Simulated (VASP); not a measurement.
C: single point with PBE

Crystal: C.

```
C
1.0
     0.00000    1.74452    1.78805
     1.74452    0.00000    1.78805
     1.74452    1.74452    0.00000
C
2
Direct
  0.00000 0.00000 0.00000
  0.25000 0.25000 0.25000
```

This cell differs from its parent crystal: epitaxial xy strain -2.0%.

- Program: VASP 6.6.1
- Task: single point
- Functional: PBE
- Potentials or basis: VASP PAW PBE potentials, release 64 (C)
- Cutoff: 520 eV
- k mesh: 6 × 6 × 6
- Occupations: gaussian, width 0.01 eV
- Spin: no spin polarisation
- Dipole correction: no
- Further INCAR settings: ALGO = Normal; EDIFF = 1e-07; NBANDS = 11

```
Pressure               : 22.4 GPa
Band gap on the k mesh : 3.93 eV, indirect (least direct gap 5.47 eV)
```

Stress tensor (GPa, compression positive):
```
30.53  0.00  0.00
 0.00 30.53  0.00
 0.00  0.00  6.06
```

Levels at points of the mesh, in eV from the valence-band top:
```tsv
k point	band 1	band 2	band 3	band 4	band 5	band 6	band 7	band 8	band 9
(0.00, 0.00, 0.00)	-22.17	-0.39	0.00	0.00	5.47	5.47	5.79	14.15	19.71
(0.50, 0.00, 0.00)	-16.15	-13.97	-3.27	-2.81	8.18	8.61	9.49	15.95	22.35
(0.50, 0.50, 0.00)	-13.46	-13.46	-6.43	-6.43	5.11	5.11	17.22	17.22	23.63
(0.50, 0.00, 0.50)	-13.06	-13.06	-6.81	-6.81	4.52	4.52	17.33	17.33	23.98
```

Wall time 3.8 s on 1 thread of AMD EPYC 7R43 64-Core Processor (Zen 3), on a shared host, peak memory 0.08 GiB.

Caveat: the k points lie up to 0.52 Å⁻¹ apart; the cell differs from its parent crystal (epitaxial xy strain -2.0%). A k mesh can miss the band edges.
